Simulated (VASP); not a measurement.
A run of VASP 6.6.1 is set up as follows.

File POSCAR:

```
KI
1.0
    0.0000000000      3.3835680000      3.6655320000
    3.3835680000      0.0000000000      3.6655320000
    3.3835680000      3.3835680000      0.0000000000
K I
1 1
Direct
    0.0000000000      0.0000000000      0.0000000000
    0.5000000000      0.5000000000      0.5000000000
```

INCAR.step1

```
SYSTEM = KI
PREC = Accurate
ENCUT = 520
ISMEAR = 0
SIGMA = 0.05
LREAL = .False.
LASPH = .True.
NELM = 60
NBANDS = 15
GGA = PE
ALGO = Normal
EDIFF = 1E-4
LWAVE = .True.
LCHARG = .False.
```

The input INCAR.step2:

```
SYSTEM = KI
PREC = Accurate
ENCUT = 520
EDIFF = 1E-7
ISMEAR = 0
SIGMA = 0.05
LREAL = .False.
LASPH = .True.
NELM = 60
ALGO = Normal
ISIF = 2
LWAVE = .False.
LCHARG = .False.
METAGGA = R2SCAN
LMIXTAU = .True.
NBANDS = 15
ISTART = 1
```

File KPOINTS:

```
Automatic mesh
0
Gamma
  6 6 6
  0 0 0
```

Potentials or basis: VASP PAW PBE potentials, release 64 (K_sv, I).

Run with:

```sh
$ cat potpaw_PBE.64/K_sv/POTCAR potpaw_PBE.64/I/POTCAR > POTCAR
$ cp INCAR.step1 INCAR
$ mpirun -np 1 vasp_std > vasp.out
$ cp INCAR.step2 INCAR
$ mpirun -np 1 vasp_std > vasp.out
```

Question: Estimate the pressure.

Answer: 1.2 GPa.

Question: Predict the band gap on the k mesh.

Answer: 4.70 eV, direct.

Stress tensor (GPa, compression positive):
```
 2.04  0.00  0.00
 0.00  2.04  0.00
 0.00  0.00 -0.58
```

Caveat: the cell differs from its parent crystal (strain -0.040 along x and y, +0.040 along z); the PAW data sets were made with another functional, which shifts forces and pressure a little; spin-orbit coupling is left out, which moves the levels of the heavy elements.
